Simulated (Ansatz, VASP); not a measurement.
## Two plane-wave programs on GaN

```xyz
2
Lattice="0.0000 2.1845 2.1845 2.1845 0.0000 2.1845 2.1845 2.1845 0.0000" Properties=species:S:1:pos:R:3 pbc="T T T"
Ga    0.0000    0.0000    0.0000
N     1.0922    1.0922    1.0922
```

Alike in both runs: task single point; functional PBE; k mesh 4 × 4 × 4; no spin polarisation.

|  | VASP | Ansatz |
| --- | --- | --- |
| version | VASP 6.6.1 | Ansatz 0.2.0-dev |
| potentials or method | VASP PAW PBE potentials, release 64 (Ga_d, N), cutoff 600 eV | hard PAW set made for 700 eV |
| occupations | gaussian, width 0.01 eV | fixed |

```csv
,VASP,Ansatz,Ansatz less VASP
gap on the k mesh at the Fermi level (eV),2.31,2.31,+0.006
```

The k mesh is coarse, so the values compare programs but aren't converged.
